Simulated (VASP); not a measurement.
# Lu (Im-3m) in VASP: a series of runs

The runs below take Lu through single point, with PBEsol.

All numbers are computed with VASP 6.6.1; they aren't measurements. Logs are shortened: lines on timing, memory, paths and dates and some standing lists are left out, and cuts for length are marked.

### 1 The cell of the first run

Symmetry: Im-3m, No. 229, cubic system. Conventional cell: a = 3.924 Å, b = 3.924 Å, c = 3.924 Å, α = 90.00°, β = 90.00°, γ = 90.00°. Within 4.5 Å of Lu (site symmetry m-3m) lie 14 Lu at 3.40 to 3.92 Å.

### 2 Single point, PBEsol (volume scaled by 1.08)

INCAR

```
ALGO = Normal
EDIFF = 1E-6
ENCUT = 520
GGA = PS
ISIF = 2
ISMEAR = -1
LASPH = T
LCHARG = F
LREAL = F
LWAVE = F
NBANDS = 18
NELM = 60
PREC = Accurate
SIGMA = 0.1
```

KPOINTS

```
k-points
0
Gamma
  13 13 13
```

POSCAR

```
Lu
1.0
   -1.9618933332      1.9618933332      1.9618933332
    1.9618933332     -1.9618933332      1.9618933332
    1.9618933332      1.9618933332     -1.9618933332
Lu
1
Direct
    0.0000000000      0.0000000000      0.0000000000
```

Potentials or basis: VASP PAW PBE potentials, release 64 (Lu).

On the command line:

```console
> cat potpaw_PBE.64/Lu/POTCAR > POTCAR
> mpirun -np 1 vasp_std > vasp.out
```

OUTCAR:

```text
EDIFF = 1E-6
   ENCUT = 520
   GGA = PS
   ISIF = 2
   ISMEAR = -1
   LASPH = T
   LREAL = F
   NELM = 60
   PREC = Accurate

 ion  position               nearest neighbor table
   1  0.000  0.000  0.000-

  LATTYP: Found a body centered cubic cell.
 ALAT       =     3.9237866664

  Lattice vectors:

 A1 = (  -1.9618933332,   1.9618933332,   1.9618933332)
 A2 = (   1.9618933332,  -1.9618933332,   1.9618933332)
 A3 = (   1.9618933332,   1.9618933332,  -1.9618933332)

Analysis of symmetry for initial positions (statically):
=====================================================================
 Subroutine PRICEL returns:
 Original cell was already a primitive cell.

 Routine SETGRP: Setting up the symmetry group for a
 body centered cubic supercell.

 Subroutine GETGRP returns: Found 48 space group operations
 (whereof 48 operations were pure point group operations)
 out of a pool of 48 trial point group operations.

The static configuration has the point symmetry O_h .

Analysis of symmetry for dynamics (positions and initial velocities):
=====================================================================
 Subroutine PRICEL returns:
 Original cell was already a primitive cell.

 Routine SETGRP: Setting up the symmetry group for a
 body centered cubic supercell.

 Subroutine GETGRP returns: Found 48 space group operations
 (whereof 48 operations were pure point group operations)
 out of a pool of 48 trial point group operations.

The dynamic configuration has the point symmetry O_h .

 Subroutine INISYM returns: Found 48 space group operations
 (whereof 48 operations are pure point group operations),
 and found     1 'primitive' translations

----------------------------------------------------------------------------------------

                                     Primitive cell

  volume of cell :      30.2055

  direct lattice vectors                    reciprocal lattice vectors
    -1.961893333  1.961893333  1.961893333     0.000000000  0.254855854  0.254855854
     1.961893333 -1.961893333  1.961893333     0.254855854  0.000000000  0.254855854
     1.961893333  1.961893333 -1.961893333     0.254855854  0.254855854  0.000000000

  length of vectors
     3.398098932  3.398098932  3.398098932     0.360420605  0.360420605  0.360420605

  position of ions in fractional coordinates (direct lattice)
     0.000000000  0.000000000  0.000000000

  ion indices of the primitive-cell ions
   primitive index   ion index
                 1           1

----------------------------------------------------------------------------------------

 KPOINTS: k-points

Automatic generation of k-mesh.
 Grid dimensions read from file:
 generate k-points for:   13   13   13

 Generating k-lattice:

  Cartesian coordinates                     Fractional coordinates (reciprocal lattice)
     0.000000000  0.019604296  0.019604296     0.076923077  0.000000000  0.000000000
     0.019604296  0.000000000  0.019604296     0.000000000  0.076923077  0.000000000
     0.019604296  0.019604296  0.000000000     0.000000000  0.000000000  0.076923077

  Length of vectors
     0.027724662  0.027724662  0.027724662

  Shift w.r.t. Gamma in fractional coordinates (k-lattice)
     0.000000000  0.000000000  0.000000000

 Subroutine IBZKPT returns following result:
 ===========================================

 Found     84 irreducible k-points:

 Following reciprocal coordinates:
            Coordinates               Weight
  0.000000  0.000000  0.000000      1.000000
  0.076923  0.000000  0.000000     12.000000
  0.153846  0.000000  0.000000     12.000000
  0.230769  0.000000  0.000000     12.000000
  0.307692  0.000000  0.000000     12.000000
  0.384615  0.000000  0.000000     12.000000
[... 16 lines left out ...]
  0.153846  0.076923  0.076923     24.000000
  0.230769  0.076923  0.076923     24.000000
 [... further k-points ...]
   k-points           NKPTS =     84   k-points in BZ     NKDIM =     84   number of bands    NBANDS=     18
   number of dos      NEDOS =    301   number of ions     NIONS =      1
   total plane-waves  NPLWV =  21952
   dimension x,y,z NGX =    28 NGY =   28 NGZ =   28
   dimension x,y,z NGXF=    56 NGYF=   56 NGZF=   56
   ions per type =               1
   NGX,Y,Z   is equivalent  to a cutoff of  13.70, 13.70, 13.70 a.u.
   NGXF,Y,Z  is equivalent  to a cutoff of  27.40, 27.40, 27.40 a.u.
 SYSTEM =  unknown system
   PREC   = accura    normal or accurate (medium, high low for compatibility)
   ISTART =      0    job   : 0-new  1-cont  2-samecut
   ICHARG =      2    charge: 1-file 2-atom 10-const
   ISPIN  =      1    spin polarized calculation?
   LNONCOLLINEAR =      F non collinear calculations
   LSORBIT =      F    spin-orbit coupling
   LASPH  =      T    aspherical Exc in radial PAW
   ENCUT  =  520.0 eV  38.22 Ry    6.18 a.u.   6.32  6.32  6.32*2*pi/ulx,y,z
   NELM   =     60;   NELMIN=  2; NELMDL= -5     # of ELM steps
   EDIFF  = 0.1E-05   stopping-criterion for ELM
   LREAL  =      F    real-space projection
   EDIFFG = 0.1E-04   stopping-criterion for IOM
   NSW    =      0    number of steps for IOM
   IBRION =     -1    ionic relax: 0-MD 1-quasi-New 2-CG
   NFREE  =      0    steps in history (QN), initial steepest desc. (CG)
   ISIF   =      2    stress and relaxation
   ISYM   =      2    0-nonsym 1-usesym 2-fastsym
   POTIM  = 0.5000    time-step for ionic-motion
   TEBEG  =    0.0;   TEEND  =   0.0 temperature during run
   PSTRESS=    0.0 pullay stress
   NELECT =      25.0000    total number of electrons
   NUPDOWN=      -1.0000    fix difference up-down
   EMIN   =  10.00;   EMAX   =-10.00  energy-range for DOS
   EFERMI =   0.00;   METHOD = LEGACY
   ISMEAR =    -1;   SIGMA  =   0.10  broadening in eV -4-tet -1-fermi 0-gaus
   EFERMI_NEDOS =   21; number of points for ismear=-14 and -15
   IALGO  =     38    algorithm
   IMIX   =      4    mixing-type and parameters
     AMIX     =   0.40;   BMIX     =  1.00
     AMIX_MAG =   1.60;   BMIX_MAG =  1.00
  volume/ion in A,a.u.               =      30.21       203.84
  Fermi-wavevector in a.u.,A,eV,Ry     =   1.537067  2.904635 32.144781  2.362575
  Thomas-Fermi vector in A             =   2.643628
   LORBIT       =      0    0 simple, 1 ext, 2 COOP (PROOUT), +10 PAW based schemes
   GGA     = PS    functional components
   LHFCALC =     F    Hartree Fock is set to
   AEXX    =    0.0000 exact exchange contribution
   IVDW    =     0    specifies the selected vdW correction
   LEPSILON=     F    determine dielectric tensor
   LRPA    =     F    only Hartree local field effects (RPA)
 non-spin polarized calculation
  energy-cutoff  :      520.00
  volume of cell :       30.21
 maximum number of plane-waves:       832
 NGX is ok and might be reduce to    28
   NGX = 13   NGY = 13   NGZ = 13

 number of electron      25.0000002 magnetization

 Free energy of the ion-electron system (eV)
  ---------------------------------------------------
  ext. energy  EPLUGINS =         0.00000000
  ---------------------------------------------------
  free energy    TOTEN  =        -4.81353443 eV

  energy without entropy =       -4.74070835  energy(sigma->0) =       -4.77712139

 E-fermi :   2.0802     XC(G=0): -10.6052

 val. band max:        2.0444450581   @ k =  -0.3846  -0.3846   0.0769
 cond. band min:       2.0833454418   @ k =   0.3077   0.2308   0.0769
 fundamental gap:      0.0389003837
 Fermi energy:         2.0802459346

 k-point     1 :       0.0000    0.0000    0.0000
  band No.  band energies     occupation
      1     -54.3791      2.00000
      2     -24.8100      2.00000
      3     -24.8100      2.00000
      4     -24.8100      2.00000
      5      -3.9782      2.00000
      6      -3.1085      2.00000
[... 10 lines left out ...]
     17       6.3239      0.00000
     18      13.5961      0.00000

 k-point     2 :       0.0769    0.0000    0.0000
  band No.  band energies     occupation
      1     -54.3776      2.00000
      2     -24.8364      2.00000
      3     -24.8185      2.00000
      4     -24.8100      2.00000
      5      -3.8115      2.00000
      6      -3.1071      2.00000
[... 10 lines left out ...]
     17       6.3232      0.00000
     18      13.8005      0.00000

 k-point     3 :       0.1538    0.0000    0.0000
  band No.  band energies     occupation
      1     -54.3733      2.00000
      2     -24.9087      2.00000
      3     -24.8420      2.00000
      4     -24.8101      2.00000
      5      -3.3299      2.00000
      6      -3.1036      2.00000
[... 10 lines left out ...]
     17       6.3413      0.00000
     18      14.0232      0.00000

 k-point     4 :       0.2308    0.0000    0.0000
  band No.  band energies     occupation
      1     -54.3672      2.00000
      2     -25.0087      2.00000
      3     -24.8750      2.00000
      4     -24.8102      2.00000
      5      -3.0999      2.00000
      6      -3.0857      2.00000
[... 10 lines left out ...]
     17       6.4192      0.00000
     18      13.6504      0.00000

 k-point     5 :       0.3077    0.0000    0.0000
  band No.  band energies     occupation
      1     -54.3608      2.00000
      2     -25.1124      2.00000
      3     -24.9097      2.00000
      4     -24.8104      2.00000
      5      -3.0982      2.00000
      6      -3.0753      2.00000
[... 10 lines left out ...]
     17       6.6304      0.00000
     18      12.4198      0.00000

 k-point     6 :       0.3846    0.0000    0.0000
  band No.  band energies     occupation
      1     -54.3554      2.00000
      2     -25.1967      2.00000
      3     -24.9383      2.00000
      4     -24.8105      2.00000
      5      -3.0987      2.00000
      6      -3.0821      2.00000
[... 307 lines left out ...]
 k-point    21 :       0.3077    0.3077    0.0000
  band No.  band energies     occupation
      1     -54.3489      2.00000
      2     -25.1455      2.00000
      3     -25.0779      2.00000
      4     -24.8647      2.00000
      5      -3.0974      2.00000
      6      -3.0767      2.00000
[... 10 lines left out ...]
     17       7.9057      0.00000
     18      10.3798      0.00000

 k-point    22 :       0.0769    0.0769    0.0769
  band No.  band energies     occupation
      1     -54.3708      2.00000
      2     -24.9590      2.00000
      3     -24.8288      2.00000
      4     -24.8288      2.00000
      5      -3.0992      2.00000
      6      -3.0930      2.00000
[... 10 lines left out ...]
     17       6.1420      0.00000
     18      14.2721      0.00000

 k-point    23 :       0.1538    0.0769    0.0769
  band No.  band energies     occupation
      1     -54.3653      2.00000
      2     -25.0431      2.00000
      3     -24.8631      2.00000
      4     -24.8306      2.00000
      5      -3.0939      2.00000
      6      -3.0827      2.00000
[... 10 lines left out ...]
     17       6.4109      0.00000
     18      14.0148      0.00000

 k-point    24 :       0.2308    0.0769    0.0769
  band No.  band energies     occupation
      1     -54.3595      2.00000
      2     -25.1234      2.00000
      3     -24.9068      2.00000
      4     -24.8325      2.00000
      5      -3.0915      2.00000
      6      -3.0779      2.00000
[... 10 lines left out ...]
     17       7.1324      0.00000
     18      11.9952      0.00000

 [... further k-points ...]

------------------------ aborting loop because EDIFF is reached ----------------------------------------

  FORCE on cell =-STRESS in cart. coord.  units (eV):
  Direction    XX          YY          ZZ          XY          YZ          ZX
  --------------------------------------------------------------------------------------
  -------------------------------------------------------------------------------------
  Total       -0.5688107     -0.5688107     -0.5688107      0.0000000     -0.0000000     -0.0000000
  in kB      -30.1711724    -30.1711724    -30.1711724      0.0000000     -0.0000000     -0.0000000
  external PRESSURE =     -30.1711724 kB  Pullay stress =       0.0000000 kB

 VOLUME and BASIS-vectors are now :
 -----------------------------------------------------------------------------
  energy-cutoff  :      520.00
  volume of cell :       30.21
      direct lattice vectors                 reciprocal lattice vectors
    -1.961893333  1.961893333  1.961893333     0.000000000  0.254855854  0.254855854
     1.961893333 -1.961893333  1.961893333     0.254855854  0.000000000  0.254855854
     1.961893333  1.961893333 -1.961893333     0.254855854  0.254855854  0.000000000

 POSITION                                       TOTAL-FORCE (eV/Angst)
 -----------------------------------------------------------------------------------
      0.00000      0.00000      0.00000         0.000000      0.000000      0.000000
 -----------------------------------------------------------------------------------
    total drift:                               -0.000000     -0.000000     -0.000000

  FREE ENERGIE OF THE ION-ELECTRON SYSTEM (eV)
  ---------------------------------------------------
  free  energy   TOTEN  =        -4.8135344304 eV

  energy  without entropy=       -4.7407083506  energy(sigma->0) =       -4.77712139
```

It took 40 s on 1 thread of Intel Xeon 6975P-C, shared host; peak memory 0.2 GiB.

What came out:

| Item | Value |
| --- | --- |
| Free energy | -4.8135 eV |
| Pressure | -3.0 GPa |

Caveat: the PAW data sets were made with another functional, which shifts forces and pressure a little; spin-orbit coupling is left out, which moves the levels of the heavy elements.

[end of part 1 of 2]
